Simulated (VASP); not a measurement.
# F in VASP: settings compared, part 2 of 2

VASP 6.6.1. The steps go on from the part before.

## 4. Single point, PBEsol

This run uses another cell than the first one, of 13.36 Å³/atom.

File INCAR:

```
PREC = Accurate
ENCUT = 520
EDIFF = 1E-7
ISMEAR = -1
SIGMA = 0.05
LREAL = F
LASPH = T
NELM = 80
ALGO = Normal
ISIF = 2
LWAVE = F
LCHARG = F
GGA = PS
NBANDS = 22
```

File KPOINTS:

```
Automatic mesh
0
Gamma
  7 7 3
```

File POSCAR:

```
F
1.0
    2.5563224246     -1.5840272486      0.0000000000
    2.5563224246      1.5840272486      0.0000000000
   -0.5621106040      0.0000000000      6.5977088989
F
4
Direct
    0.9301690000      0.5965080000      0.1028400000
    0.3970410000      0.0951220000      0.4083160000
    0.1002290000      0.3932650000      0.9046980000
    0.5966170000      0.9034250000      0.5913970000
```

Potentials or basis: VASP PAW PBE potentials, release 64 (F).

Command:

```bash
$ cat potpaw_PBE.64/F/POTCAR > POTCAR
$ mpirun -np 1 vasp_std > vasp.out
```

OUTCAR:

```text
PREC = Accurate
   ENCUT = 520
   EDIFF = 1E-7
   ISMEAR = -1
   LREAL = F
   LASPH = T
   NELM = 80
   ISIF = 2
   GGA = PS

 ion  position               nearest neighbor table
   1  0.930  0.597  0.103-   3 1.44
   2  0.397  0.095  0.408-   4 1.36
   3  0.100  0.393  0.905-   1 1.44
   4  0.597  0.903  0.591-   2 1.36

  LATTYP: Found a base centered monoclinic cell.
 ALAT       =     5.1126448492
 B/A-ratio  =     0.6196508051
 C/A-ratio  =     1.2951439236
 COS(beta)  =    -0.0848903102

  Lattice vectors:

 A1 = (   2.5563224246,  -1.5840272486,   0.0000000000)
 A2 = (   2.5563224246,   1.5840272486,   0.0000000000)
 A3 = (  -0.5621106040,   0.0000000000,   6.5977088989)

Analysis of symmetry for initial positions (statically):
=====================================================================
 Subroutine PRICEL returns:
 Original cell was already a primitive cell.

 Routine SETGRP: Setting up the symmetry group for a
 base centered monoclinic supercell.

 Subroutine GETGRP returns: Found  1 space group operations
[... 161 lines left out ...]
  ---------------------------------------------------
  ext. energy  EPLUGINS =         0.00000000
  ---------------------------------------------------
  free energy    TOTEN  =        -7.68140297 eV

  energy without entropy =       -7.68140297  energy(sigma->0) =       -7.68140297

 E-fermi :  -2.9901     XC(G=0):  -8.5570

 val. band max:       -4.1550467067   @ k =   0.0000   0.0000   0.0000
 cond. band min:      -1.5526715451   @ k =   0.0000   0.0000   0.0000
 fundamental gap:      2.6023751616
 Fermi energy:        -2.9901365520

 k-point     1 :       0.0000    0.0000    0.0000
  band No.  band energies     occupation
      1     -30.1462      2.00000
      2     -28.8833      2.00000
      3     -22.9822      2.00000
      4     -22.3586      2.00000
      5     -11.3098      2.00000
      6     -10.1354      2.00000
[... 589 lines left out ...]
     21      13.7022      0.00000
     22      15.7121      0.00000

 [... further k-points ...]
[... 5 lines left out ...]
  --------------------------------------------------------------------------------------
  -------------------------------------------------------------------------------------
  Total        0.2934683      0.7776844      1.8153094      0.0987147     -1.6269761     -0.1159181
  in kB        8.7997509     23.3191413     54.4326925      2.9599950    -48.7854520     -3.4758455
  external PRESSURE =      28.8505282 kB  Pullay stress =       0.0000000 kB

 VOLUME and BASIS-vectors are now :
 -----------------------------------------------------------------------------
  energy-cutoff  :      520.00
  volume of cell :       53.43
      direct lattice vectors                 reciprocal lattice vectors
     2.556322425 -1.584027249  0.000000000     0.195593480 -0.315651136  0.016664144
     2.556322425  1.584027249  0.000000000     0.195593480  0.315651136  0.016664144
    -0.562110604  0.000000000  6.597708899     0.000000000  0.000000000  0.151567766

 POSITION                                       TOTAL-FORCE (eV/Angst)
 -----------------------------------------------------------------------------------
      3.84487     -0.52853      0.67851         0.003533     -0.234302     -0.574012
      1.02861     -0.47825      2.69395         0.130919      0.963609     -2.072964
      0.75299      0.46418      5.96893        -0.005945      0.244588      0.550989
      3.50216      0.48599      3.90187        -0.128506     -0.973896      2.095986
 -----------------------------------------------------------------------------------
    total drift:                               -0.001460      0.000619      0.000683

  FREE ENERGIE OF THE ION-ELECTRON SYSTEM (eV)
  ---------------------------------------------------
  free  energy   TOTEN  =        -7.6814029715 eV

  energy  without entropy=       -7.6814029715  energy(sigma->0) =       -7.68140297
```

OSZICAR:

```text
N       E                     dE             d eps       ncg     rms          rms(c)
DAV:   1     0.175609432309E+03    0.17561E+03   -0.16613E+04  3296   0.122E+03
DAV:   2    -0.138588186461E+01   -0.17700E+03   -0.17104E+03  4218   0.303E+02
DAV:   3    -0.937594123824E+01   -0.79901E+01   -0.79548E+01  3856   0.612E+01
DAV:   4    -0.942319476207E+01   -0.47254E-01   -0.47252E-01  3406   0.533E+00
DAV:   5    -0.942345213616E+01   -0.25737E-03   -0.25737E-03  3832   0.362E-01    0.111E+01
DAV:   6    -0.812677838512E+01    0.12967E+01   -0.46059E-01  3268   0.697E+00    0.627E+00
DAV:   7    -0.768426328818E+01    0.44252E+00   -0.62466E-01  3604   0.757E+00    0.706E-01
DAV:   8    -0.768132919001E+01    0.29341E-02   -0.74905E-02  3412   0.207E+00    0.116E-01
DAV:   9    -0.768135893809E+01   -0.29748E-04   -0.11222E-03  3724   0.276E-01    0.594E-02
DAV:  10    -0.768140319857E+01   -0.44260E-04   -0.15080E-04  3628   0.108E-01    0.242E-02
DAV:  11    -0.768140291970E+01    0.27887E-06   -0.18995E-05  3802   0.531E-02    0.787E-03
DAV:  12    -0.768140300715E+01   -0.87445E-07   -0.74844E-06  3736   0.312E-02    0.460E-03
DAV:  13    -0.768140297150E+01    0.35646E-07   -0.65913E-07  3364   0.769E-03
   1 F= -.76814030E+01 E0= -.76814030E+01  d E =-.315470E-10
```

It took 1.9 min on 1 thread of AMD EPYC 7R13, shared host; peak memory 0.17 GiB.

Results:

- Free energy: -7.6814 eV
- Pressure: 2.9 GPa
- Largest force: 2.315 eV/Å
- Band gap on the k mesh: 2.60 eV

Forces on the atoms (eV/Å):
```
F    0.004 -0.234 -0.574
F    0.131  0.964 -2.073
F   -0.006  0.245  0.551
F   -0.129 -0.974  2.096
```

Levels at points of the mesh, in eV from the valence-band top:
| k point | band 12 | band 13 | band 14 | band 15 | band 16 | band 17 |
| --- | --- | --- | --- | --- | --- | --- |
| (0.00, 0.00, 0.00) | -0.26 | -0.10 | 0.00 | 2.60 | 4.15 | 9.70 |

Caveat: the PAW data sets were made with another functional, which shifts forces and pressure a little; an odd mesh through Γ misses points on the zone boundary, where band edges can lie.

## 5. The runs side by side

| level | potentials or basis | cell | k mesh | cutoff (eV) | gap on the mesh (eV) | pressure (GPa) | largest force (eV/Å) |
| --- | --- | --- | --- | --- | --- | --- | --- |
| PBE | VASP PAW PBE potentials, release 64 (F_h) | a = 3.066, b = 3.066, c = 6.751 Å, angles 94.1, 94.1, 63.6°, 4 atoms, atomic positions A | 10 × 10 × 4 | 910 | 2.48 | -1.3 | 0.70 |
| PBE | VASP PAW PBE potentials, release 64 (F_h) | a = 3.027, b = 3.027, c = 6.665 Å, angles 94.1, 94.1, 63.6°, 4 atoms, atomic positions A | 10 × 10 × 4 | 910 | 2.65 | 0.7 | 0.15 |
| PBEsol | VASP PAW PBE potentials, release 64 (F) | a = 3.007, b = 3.007, c = 6.622 Å, angles 94.1, 94.1, 63.6°, 4 atoms, atomic positions B | 7 × 7 × 3 | 520 | 2.60 | 2.9 | 2.31 |

Alike in all rows: task single point; no spin polarisation; smearing fermi-dirac 0.05 eV.

Caveats: the cutoff is under 1.25 times the usual one of these potentials, so pressure, stress and relaxed cells hold a basis-set (Pulay) error (at least some runs); this functional lacks dispersion, which holds the molecules together, so the pressure and a relaxed volume are unreliable (at least some runs); the PAW data sets were made with another functional, which shifts forces and pressure a little (at least some runs); an odd mesh through Γ misses points on the zone boundary, where band edges can lie (at least some runs).

Absolute energies hang on the potentials; compare differences alone.
